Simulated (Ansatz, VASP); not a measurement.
**InSe2: VASP beside Ansatz**

```xyz
6
Lattice="3.8949 0.0000 0.0000 0.0000 3.8949 0.0000 0.0000 0.0000 9.6262" Properties=species:S:1:pos:R:3 pbc="T T T"
In    0.0000    1.9474    6.8006
In    1.9474    0.0000    2.8256
Se    0.0000    1.9474    3.5252
Se    1.9474    0.0000    6.1010
Se    0.0000    0.0000    0.0000
Se    1.9474    1.9474    0.0000
```

Alike in both runs: task single point; functional PBEsol; k mesh 6 × 6 × 4; occupations gaussian, width 0.1 eV; no spin polarisation.

```csv
,VASP,Ansatz
version,VASP 6.6.1,Ansatz 0.2.0
potentials or method,"VASP PAW PBE potentials, release 64 (In_d, Se), cutoff 520 eV","scalar-relativistic, plane waves, PAW"
valence electrons in the cell,50,90
```

Ansatz gave:

* gap on the k mesh at the Fermi level (eV): none
* pressure (GPa): -3.5
* traceless stress, the component that is largest in VASP (GPa): 0.90
* rms of the force components (eV/Å): 0.030

What did VASP give for the same quantities?

gap on the k mesh at the Fermi level (eV): none; pressure (GPa): -3.4; traceless stress, the component that is largest in VASP (GPa): 0.86; rms of the force components (eV/Å): 0.029.

VASP's potentials were made for PBE, not for PBEsol. Atom by atom the forces differ by 0.001 eV/Å (rms over components). A gap of «none» marks a metal or a gap that the smearing closes. VASP's potentials hold 50 valence electrons a cell and Ansatz's 90, so a difference there can come from the potentials and not from the codes.
